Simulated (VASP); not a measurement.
Input of a VASP 6.6.1 run:

Contents of INCAR:

```
SYSTEM = GaP
  ALGO = Normal
  EDIFF = 1E-6
  EDIFFG = -0.008
  ENCUT = 600
  GGA = PE
  IBRION = 2
  ISIF = 3
  ISMEAR = 0
  LASPH = .TRUE.
  LCHARG = .FALSE.
  LREAL = .FALSE.
  LWAVE = .FALSE.
  NELM = 60
  NSW = 70
  PREC = Accurate
  PSTRESS = 30.0
  SIGMA = 0.02
```

The input KPOINTS:

```
k-points
0
G
  8 8 8
  0 0 0
```

POSCAR

```
GaP
1.0
    0.0000000000      2.7270356621      2.7270356621
    2.7270356621      0.0000000000      2.7270356621
    2.7270356621      2.7270356621      0.0000000000
Ga P
1 1
Direct
    0.0000000000      0.0000000000      0.0000000000
    0.2500000000      0.2500000000      0.2500000000
```

Potentials or basis: VASP PAW PBE potentials, release 64 (Ga_d, P).

Command:

```sh
$ cat potpaw_PBE.64/Ga_d/POTCAR potpaw_PBE.64/P/POTCAR > POTCAR
$ mpirun -np 1 vasp_std > vasp.out
```

Task: Estimate the relaxed volume.

Result: 20.12 Å³/atom.

Task: Predict the space group after relaxing (to 0.05 Å).

Result: F-43m (No. 216).

The path:
```tsv
step	energy change (eV)	largest force (eV/Å)	pressure (GPa)	volume (Å³)
1	0.0000	0.0000	2.25	40.56
2	0.0101	0.0000	3.60	40.00
3	0.0054	0.0000	2.95	40.23
```

Caveat: the cell is relaxed towards a set pressure, so the enthalpy falls and the energy may rise.
